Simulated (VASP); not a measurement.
Here is a VASP 6.6.1 calculation.

Contents of INCAR:

```
ALGO = Normal ; EDIFF = 1E-6
ENCUT = 520 ; GGA = PE
ISIF = 2 ; ISMEAR = -1
LASPH = True ; LCHARG = False
LREAL = False ; LWAVE = False
NBANDS = 8 ; NELM = 100
PREC = Accurate ; SIGMA = 0.08
```

KPOINTS

```
k-points
0
Gamma
  21 21 21
```

POSCAR

```
Al
1.0
   -1.2673011905      1.2673011905      1.2673011905
    1.2673011905     -1.2673011905      1.2673011905
    1.2673011905      1.2673011905     -1.2673011905
Al
1
Direct
    0.0000000000      0.0000000000      0.0000000000
```

Potentials or basis: VASP PAW PBE potentials, release 64 (Al).

Launch:

```console
$ cat potpaw_PBE.64/Al/POTCAR > POTCAR
$ mpirun -np 1 vasp_std > vasp.out
```

Task: Predict the pressure.

Result: 232.1 GPa.
